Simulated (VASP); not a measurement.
# Nb (Pm-3m) in VASP: notebook

The runs below take Nb through single point, with LDA.

Program: VASP 6.6.1. These are calculated values, not measurements. Logs are shortened: lines on timing, memory, paths and dates and some standing lists are left out, and cuts for length are marked.

**1. The cell of the first run**

It takes space group Pm-3m (No. 221, cubic). The conventional cell has a = 2.362 Å, b = 2.362 Å, c = 2.362 Å, α = 90.00°, β = 90.00°, γ = 90.00°. Nb (site symmetry m-3m) has 6 Nb at 2.36 Å within 3.1 Å.

**2. Single point, LDA (volume scaled by 0.7)**

Input file INCAR:

```
  PREC = Accurate
  ENCUT = 520
  EDIFF = 1E-6
  ISMEAR = -1
  SIGMA = 0.05
  LREAL = F
  LASPH = T
  NELM = 60
  ALGO = Normal
  ISIF = 2
  LWAVE = F
  LCHARG = F
  NBANDS = 12
```

Input file KPOINTS:

```
Automatic mesh
0
Gamma
  14 14 14
```

Input file POSCAR:

```
Nb
1.0
    2.3620336523      0.0000000000      0.0000000000
    0.0000000000      2.3620336523      0.0000000000
    0.0000000000      0.0000000000      2.3620336523
Nb
1
Direct
    0.0000000000      0.0000000000      0.0000000000
```

Potentials or basis: VASP PAW LDA potentials, release 64 (Nb_sv).

Run with:

```console
> cat potpaw_LDA.64/Nb_sv/POTCAR > POTCAR
> mpirun -np 1 vasp_std > vasp.out
```

OUTCAR:

```text
PREC = Accurate
   ENCUT = 520
   EDIFF = 1E-6
   ISMEAR = -1
   LREAL = F
   LASPH = T
   NELM = 60
   ISIF = 2

 ion  position               nearest neighbor table
   1  0.000  0.000  0.000-

  LATTYP: Found a simple cubic cell.
 ALAT       =     2.3620336523

  Lattice vectors:

 A1 = (   2.3620336523,   0.0000000000,   0.0000000000)
 A2 = (   0.0000000000,   2.3620336523,   0.0000000000)
 A3 = (   0.0000000000,   0.0000000000,   2.3620336523)

Analysis of symmetry for initial positions (statically):
=====================================================================
 Subroutine PRICEL returns:
 Original cell was already a primitive cell.

 Routine SETGRP: Setting up the symmetry group for a
 simple cubic supercell.

 Subroutine GETGRP returns: Found 48 space group operations
 (whereof 48 operations were pure point group operations)
 out of a pool of 48 trial point group operations.

The static configuration has the point symmetry O_h .

Analysis of symmetry for dynamics (positions and initial velocities):
=====================================================================
 Subroutine PRICEL returns:
 Original cell was already a primitive cell.

 Routine SETGRP: Setting up the symmetry group for a
 simple cubic supercell.

 Subroutine GETGRP returns: Found 48 space group operations
 (whereof 48 operations were pure point group operations)
 out of a pool of 48 trial point group operations.

The dynamic configuration has the point symmetry O_h .

 Subroutine INISYM returns: Found 48 space group operations
 (whereof 48 operations are pure point group operations),
 and found     1 'primitive' translations

----------------------------------------------------------------------------------------

                                     Primitive cell

  volume of cell :      13.1783

  direct lattice vectors                    reciprocal lattice vectors
     2.362033652  0.000000000  0.000000000     0.423363994  0.000000000  0.000000000
     0.000000000  2.362033652  0.000000000     0.000000000  0.423363994  0.000000000
     0.000000000  0.000000000  2.362033652     0.000000000  0.000000000  0.423363994

  length of vectors
     2.362033652  2.362033652  2.362033652     0.423363994  0.423363994  0.423363994

  position of ions in fractional coordinates (direct lattice)
     0.000000000  0.000000000  0.000000000

  ion indices of the primitive-cell ions
   primitive index   ion index
                 1           1

----------------------------------------------------------------------------------------

 KPOINTS: Automatic mesh

Automatic generation of k-mesh.
 Grid dimensions read from file:
 generate k-points for:   14   14   14

 Generating k-lattice:

  Cartesian coordinates                     Fractional coordinates (reciprocal lattice)
     0.030240285  0.000000000  0.000000000     0.071428571  0.000000000  0.000000000
     0.000000000  0.030240285  0.000000000     0.000000000  0.071428571  0.000000000
     0.000000000  0.000000000  0.030240285     0.000000000  0.000000000  0.071428571

  Length of vectors
     0.030240285  0.030240285  0.030240285

  Shift w.r.t. Gamma in fractional coordinates (k-lattice)
     0.000000000  0.000000000  0.000000000

 Subroutine IBZKPT returns following result:
 ===========================================

 Found    120 irreducible k-points:

 Following reciprocal coordinates:
            Coordinates               Weight
  0.000000  0.000000  0.000000      1.000000
  0.071429  0.000000  0.000000      6.000000
  0.142857  0.000000  0.000000      6.000000
  0.214286  0.000000  0.000000      6.000000
  0.285714  0.000000  0.000000      6.000000
  0.357143  0.000000  0.000000      6.000000
[... 16 lines left out ...]
  0.285714  0.214286  0.000000     24.000000
  0.357143  0.214286  0.000000     24.000000
 [... further k-points ...]
   k-points           NKPTS =    120   k-points in BZ     NKDIM =    120   number of bands    NBANDS=     12
   number of dos      NEDOS =    301   number of ions     NIONS =      1
   total plane-waves  NPLWV =   5832
   dimension x,y,z NGX =    18 NGY =   18 NGZ =   18
   dimension x,y,z NGXF=    36 NGYF=   36 NGZF=   36
   ions per type =               1
   NGX,Y,Z   is equivalent  to a cutoff of  12.67, 12.67, 12.67 a.u.
   NGXF,Y,Z  is equivalent  to a cutoff of  25.34, 25.34, 25.34 a.u.
 SYSTEM =  unknown system
   PREC   = accura    normal or accurate (medium, high low for compatibility)
   ISTART =      0    job   : 0-new  1-cont  2-samecut
   ICHARG =      2    charge: 1-file 2-atom 10-const
   ISPIN  =      1    spin polarized calculation?
   LNONCOLLINEAR =      F non collinear calculations
   LSORBIT =      F    spin-orbit coupling
   LASPH  =      T    aspherical Exc in radial PAW
   ENCUT  =  520.0 eV  38.22 Ry    6.18 a.u.   4.39  4.39  4.39*2*pi/ulx,y,z
   NELM   =     60;   NELMIN=  2; NELMDL= -5     # of ELM steps
   EDIFF  = 0.1E-05   stopping-criterion for ELM
   LREAL  =      F    real-space projection
   EDIFFG = 0.1E-04   stopping-criterion for IOM
   NSW    =      0    number of steps for IOM
   IBRION =     -1    ionic relax: 0-MD 1-quasi-New 2-CG
   NFREE  =      0    steps in history (QN), initial steepest desc. (CG)
   ISIF   =      2    stress and relaxation
   ISYM   =      2    0-nonsym 1-usesym 2-fastsym
   POTIM  = 0.5000    time-step for ionic-motion
   TEBEG  =    0.0;   TEEND  =   0.0 temperature during run
   PSTRESS=    0.0 pullay stress
   NELECT =      13.0000    total number of electrons
   NUPDOWN=      -1.0000    fix difference up-down
   EMIN   =  10.00;   EMAX   =-10.00  energy-range for DOS
   EFERMI =   0.00;   METHOD = LEGACY
   ISMEAR =    -1;   SIGMA  =   0.05  broadening in eV -4-tet -1-fermi 0-gaus
   EFERMI_NEDOS =   21; number of points for ismear=-14 and -15
   IALGO  =     38    algorithm
   IMIX   =      4    mixing-type and parameters
     AMIX     =   0.40;   BMIX     =  1.00
     AMIX_MAG =   1.60;   BMIX_MAG =  1.00
  volume/ion in A,a.u.               =      13.18        88.93
  Fermi-wavevector in a.u.,A,eV,Ry     =   1.629683  3.079655 36.135271  2.655867
  Thomas-Fermi vector in A             =   2.722109
   LORBIT       =      0    0 simple, 1 ext, 2 COOP (PROOUT), +10 PAW based schemes
   GGA     = CA    functional components
   LHFCALC =     F    Hartree Fock is set to
   AEXX    =    0.0000 exact exchange contribution
   IVDW    =     0    specifies the selected vdW correction
   LEPSILON=     F    determine dielectric tensor
   LRPA    =     F    only Hartree local field effects (RPA)
 non-spin polarized calculation
  energy-cutoff  :      520.00
  volume of cell :       13.18
 maximum number of plane-waves:       368
 NGX is ok and might be reduce to    18
   NGX =  9   NGY =  9   NGZ =  9

 number of electron      13.0000003 magnetization

 Free energy of the ion-electron system (eV)
  ---------------------------------------------------
  ext. energy  EPLUGINS =         0.00000000
  ---------------------------------------------------
  free energy    TOTEN  =        -8.80072496 eV

  energy without entropy =       -8.79374841  energy(sigma->0) =       -8.79723668

 E-fermi :  16.3222     XC(G=0): -14.2894

 val. band max:       16.2892438417   @ k =   0.3571   0.2857   0.2143
 cond. band min:      16.3582177471   @ k =   0.4286   0.2857   0.2143
 fundamental gap:      0.0689739055
 Fermi energy:        16.3222173636

 k-point     1 :       0.0000    0.0000    0.0000
  band No.  band energies     occupation
      1     -38.7965      2.00000
      2     -12.5133      2.00000
      3     -12.5133      2.00000
      4     -12.5133      2.00000
      5      10.1222      2.00000
      6      11.2292      2.00000
      7      11.2292      2.00000
      8      24.3632      0.00000
      9      24.3632      0.00000
     10      24.3632      0.00000
     11      34.9332      0.00000
     12      34.9332      0.00000

 k-point     2 :       0.0714    0.0000    0.0000
  band No.  band energies     occupation
      1     -38.7601      2.00000
      2     -12.7746      2.00000
      3     -12.4912      2.00000
      4     -12.4912      2.00000
      5      10.3376      2.00000
      6      11.2928      2.00000
      7      11.5989      2.00000
      8      23.8832      0.00000
      9      23.8832      0.00000
     10      24.3949      0.00000
     11      34.0354      0.00000
     12      35.4524      0.00000

 k-point     3 :       0.1429    0.0000    0.0000
  band No.  band energies     occupation
      1     -38.6569      2.00000
      2     -13.4712      2.00000
      3     -12.4289      2.00000
      4     -12.4289      2.00000
      5      10.7869      2.00000
      6      11.4756      2.00000
      7      12.7809      2.00000
      8      22.7384      0.00000
      9      22.7384      0.00000
     10      24.4846      0.00000
     11      32.1881      0.00000
     12      36.6698      0.00000

 k-point     4 :       0.2143    0.0000    0.0000
  band No.  band energies     occupation
      1     -38.5033      2.00000
      2     -14.4021      2.00000
      3     -12.3376      2.00000
      4     -12.3376      2.00000
      5      11.3506      2.00000
      6      11.7537      2.00000
      7      14.5600      2.00000
      8      21.4013      0.00000
      9      21.4013      0.00000
     10      24.6168      0.00000
     11      30.3866      0.00000
     12      35.3403      0.00000

 k-point     5 :       0.2857    0.0000    0.0000
  band No.  band energies     occupation
      1     -38.3266      2.00000
      2     -15.3554      2.00000
      3     -12.2345      2.00000
      4     -12.2345      2.00000
      5      12.0320      2.00000
      6      12.0846      2.00000
      7      16.3973      0.36445
      8      20.1711      0.00000
      9      20.1711      0.00000
     10      24.7679      0.00000
     11      29.2518      0.00000
     12      33.2596      0.00000

 k-point     6 :       0.3571    0.0000    0.0000
  band No.  band energies     occupation
      1     -38.1611      2.00000
      2     -16.1592      2.00000
      3     -12.1400      2.00000
      4     -12.1400      2.00000
      5      12.4065      2.00000
      6      12.7787      2.00000
      7      17.6262      0.00000
      8      19.2081      0.00000
      9      19.2081      0.00000
     10      24.9080      0.00000
     11      29.3648      0.00000
     12      31.6827      0.00000

 k-point     7 :       0.4286    0.0000    0.0000
  band No.  band energies     occupation
      1     -38.0429      2.00000
      2     -16.6911      2.00000
      3     -12.0736      2.00000
      4     -12.0736      2.00000
      5      12.6450      2.00000
      6      13.4381      2.00000
      7      17.9688      0.00000
      8      18.5999      0.00000
      9      18.5999      0.00000
     10      25.0075      0.00000
     11      30.6893      0.00000
     12      30.7822      0.00000

 k-point     8 :       0.5000    0.0000    0.0000
  band No.  band energies     occupation
      1     -37.9999      2.00000
      2     -16.8768      2.00000
      3     -12.0498      2.00000
      4     -12.0498      2.00000
      5      12.7334      2.00000
      6      13.7236      2.00000
      7      17.9453      0.00000
      8      18.3920      0.00000
      9      18.3920      0.00000
     10      25.0433      0.00000
     11      30.3486      0.00000
     12      31.9393      0.00000
[... 166 lines left out ...]
 k-point    20 :       0.4286    0.1429    0.0000
  band No.  band energies     occupation
      1     -37.9092      2.00000
      2     -16.5573      2.00000
      3     -12.9548      2.00000
      4     -11.9952      2.00000
      5      13.2088      2.00000
      6      14.1098      2.00000
      7      15.4775      2.00000
      8      18.8120      0.00000
      9      21.1939      0.00000
     10      23.6317      0.00000
     11      30.6312      0.00000
     12      32.7379      0.00000

 k-point    21 :       0.5000    0.1429    0.0000
  band No.  band energies     occupation
      1     -37.8666      2.00000
      2     -16.7412      2.00000
      3     -12.9266      2.00000
      4     -11.9716      2.00000
      5      13.3489      2.00000
      6      14.2309      2.00000
      7      15.3047      2.00000
      8      18.6074      0.00000
      9      21.3407      0.00000
     10      23.6783      0.00000
     11      31.4684      0.00000
     12      32.3360      0.00000

 k-point    22 :       0.2143    0.2143    0.0000
  band No.  band energies     occupation
      1     -38.2150      2.00000
      2     -14.2261      2.00000
      3     -14.1174      2.00000
      4     -12.1668      2.00000
      5      12.1811      2.00000
      6      13.8337      2.00000
      7      15.6487      2.00000
      8      19.2358      0.00000
      9      21.4621      0.00000
     10      22.1533      0.00000
     11      31.7491      0.00000
     12      33.7871      0.00000

 k-point    23 :       0.2857    0.2143    0.0000
  band No.  band energies     occupation
      1     -38.0412      2.00000
      2     -15.1051      2.00000
      3     -14.0328      2.00000
      4     -12.0666      2.00000
      5      12.5700      2.00000
      6      13.6892      2.00000
      7      16.7314      0.00056
      8      19.6956      0.00000
      9      20.5389      0.00000
     10      22.1111      0.00000
     11      30.6206      0.00000
     12      34.2833      0.00000

 k-point    24 :       0.3571    0.2143    0.0000
  band No.  band energies     occupation
      1     -37.8786      2.00000
      2     -15.8901      2.00000
      3     -13.9086      2.00000
      4     -11.9748      2.00000
      5      12.7455      2.00000
      6      13.4882      2.00000
      7      17.1086      0.00000
      8      19.6345      0.00000
      9      21.1801      0.00000
     10      22.2884      0.00000
     11      29.9392      0.00000
     12      35.2797      0.00000

 [... further k-points ...]
[... 5 lines left out ...]
  --------------------------------------------------------------------------------------
  -------------------------------------------------------------------------------------
  Total        9.0616896      9.0616896      9.0616896     -0.0000000     -0.0000000      0.0000000
  in kB     1101.6953649   1101.6953649   1101.6953649     -0.0000000     -0.0000000      0.0000000
  external PRESSURE =    1101.6953649 kB  Pullay stress =       0.0000000 kB

 VOLUME and BASIS-vectors are now :
 -----------------------------------------------------------------------------
  energy-cutoff  :      520.00
  volume of cell :       13.18
      direct lattice vectors                 reciprocal lattice vectors
     2.362033652  0.000000000  0.000000000     0.423363994  0.000000000  0.000000000
     0.000000000  2.362033652  0.000000000     0.000000000  0.423363994  0.000000000
     0.000000000  0.000000000  2.362033652     0.000000000  0.000000000  0.423363994

 POSITION                                       TOTAL-FORCE (eV/Angst)
 -----------------------------------------------------------------------------------
      0.00000      0.00000      0.00000         0.000000      0.000000      0.000000
 -----------------------------------------------------------------------------------
    total drift:                               -0.000000      0.000000     -0.000000

  FREE ENERGIE OF THE ION-ELECTRON SYSTEM (eV)
  ---------------------------------------------------
  free  energy   TOTEN  =        -8.8007249573 eV

  energy  without entropy=       -8.7937484108  energy(sigma->0) =       -8.79723668
```

Run time: 27 s. Hardware: 1 thread of AMD EPYC 7R43 (Zen 3), shared host; peak memory 0.09 GiB.

What came out:

- Free energy: -8.8007 eV
- Pressure: 110.2 GPa

Levels at points of the mesh, in eV from the Fermi level:
```tsv
k point	band 5	band 6	band 7	band 8	band 9	band 10
(0.00, 0.00, 0.00)	-6.20	-5.09	-5.09	8.04	8.04	8.04
(0.50, 0.00, 0.00)	-3.59	-2.60	1.62	2.07	2.07	8.72
(0.50, 0.50, 0.00)	-7.61	-1.33	3.35	3.35	8.86	8.86
(0.50, 0.50, 0.50)	-5.09	-5.09	-5.09	6.32	12.50	12.50
```

**3. Single point, LDA (volume scaled by 0.8)**

Input file INCAR:

```
SYSTEM = Nb
ALGO = Normal
EDIFF = 1E-6
ENCUT = 520
GGA = CA
ISIF = 2
ISMEAR = -1
LASPH = .TRUE.
LCHARG = .TRUE.
LELF = .TRUE.
LREAL = .FALSE.
LVHAR = .TRUE.
LWAVE = .FALSE.
NBANDS = 12
NELM = 80
PREC = Accurate
SIGMA = 0.05
```

Input file KPOINTS:

```
k-points
0
G
  14 14 14
  0 0 0
```

Input file POSCAR:

```
Nb
1.0
    2.4695437803      0.0000000000      0.0000000000
    0.0000000000      2.4695437803      0.0000000000
    0.0000000000      0.0000000000      2.4695437803
Nb
1
Direct
    0.0000000000      0.0000000000      0.0000000000
```

Potentials or basis: VASP PAW LDA potentials, release 64 (Nb_sv).

Run with:

```console
> cat potpaw_LDA.64/Nb_sv/POTCAR > POTCAR
> mpirun -np 1 vasp_std > vasp.out
```

Wall time 23 s (1 thread of AMD EPYC 7R43 (Zen 3), shared host); peak memory 0.09 GiB.

It converged, with:

```yaml
Free_energy: -9.7275 eV
Pressure: 52.6 GPa
```

Levels at points of the mesh, in eV from the Fermi level:
```csv
k point,band 5,band 6,band 7,band 8,band 9,band 10
"(0.00, 0.00, 0.00)",-6.21,-4.31,-4.31,6.90,6.90,6.90
"(0.50, 0.00, 0.00)",-3.03,-2.75,1.12,1.95,1.95,7.45
"(0.50, 0.50, 0.00)",-6.37,-1.35,3.01,3.01,7.69,7.69
"(0.50, 0.50, 0.50)",-4.19,-4.19,-4.19,6.75,10.61,10.61
```

**4. Single point, LDA (volume scaled by 0.8)**

Input file INCAR:

```
ALGO = Normal ; EDIFF = 1E-6
ENCUT = 520 ; GGA = CA
ISIF = 2 ; ISMEAR = -1
LASPH = T ; LCHARG = F
LREAL = F ; LWAVE = F
NBANDS = 12 ; NELM = 100
PREC = Accurate ; SIGMA = 0.05
```

Input file KPOINTS:

```
k-points
0
Gamma
  14 14 14
```

POSCAR is that of step 3.

Run with:

```console
> cat potpaw_LDA.64/Nb_sv/POTCAR > POTCAR
> mpirun -np 1 vasp_std > vasp.out
```

Wall time 19 s (1 thread of AMD EPYC 7R43 (Zen 3), shared host); peak memory 0.09 GiB.

The run converged. Its results:

```
Free energy : -9.7275 eV
Pressure    : 52.6 GPa
```

Levels at points of the mesh, in eV from the Fermi level:
| k point | band 5 | band 6 | band 7 | band 8 | band 9 | band 10 |
| --- | --- | --- | --- | --- | --- | --- |
| (0.00, 0.00, 0.00) | -6.21 | -4.31 | -4.31 | 6.90 | 6.90 | 6.90 |
| (0.50, 0.00, 0.00) | -3.03 | -2.75 | 1.12 | 1.95 | 1.95 | 7.45 |
| (0.50, 0.50, 0.00) | -6.37 | -1.35 | 3.01 | 3.01 | 7.69 | 7.69 |
| (0.50, 0.50, 0.50) | -4.19 | -4.19 | -4.19 | 6.75 | 10.61 | 10.61 |
